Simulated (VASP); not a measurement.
A run of VASP 6.6.1:

The input INCAR:

```
SYSTEM = Mo
ALGO = Normal ; EDIFF = 1E-6
ENCUT = 500 ; GGA = PE
GGA_COMPAT = .FALSE. ; ISIF = 2
ISMEAR = 0 ; LASPH = .TRUE.
LCHARG = .FALSE. ; LREAL = .FALSE.
LWAVE = .FALSE. ; NBANDS = 21
NELM = 120 ; PREC = Accurate
SIGMA = 0.1
```

KPOINTS

```
k-points
0
G
  6 6 6
  0 0 0
```

File POSCAR:

```
Mo
1.0
    0.0000000000      2.6282640351      2.6282640351
    2.6282640351      0.0000000000      2.6282640351
    2.6282640351      2.6282640351      0.0000000000
Mo
2
Direct
    0.5000000000      0.5000000000      0.5000000000
    0.7500000000      0.7500000000      0.7500000000
```

Potentials or basis: VASP PAW PBE potentials, release 64 (Mo_sv).

Run with:

```bash
$ cat potpaw_PBE.64/Mo_sv/POTCAR > POTCAR
$ mpirun -np 1 vasp_std > vasp.out
```

Hardware: 1 thread of Intel(R) Xeon(R) Platinum 8559C (Emerald Rapids) (shared host).

Problem. Estimate the wall time of this run.

Solution. Run time: 6.6 s on 1 thread of Intel(R) Xeon(R) Platinum 8559C (Emerald Rapids) (shared host), peak memory 0.15 GiB. Counts: scf iterations 11, k points 16.
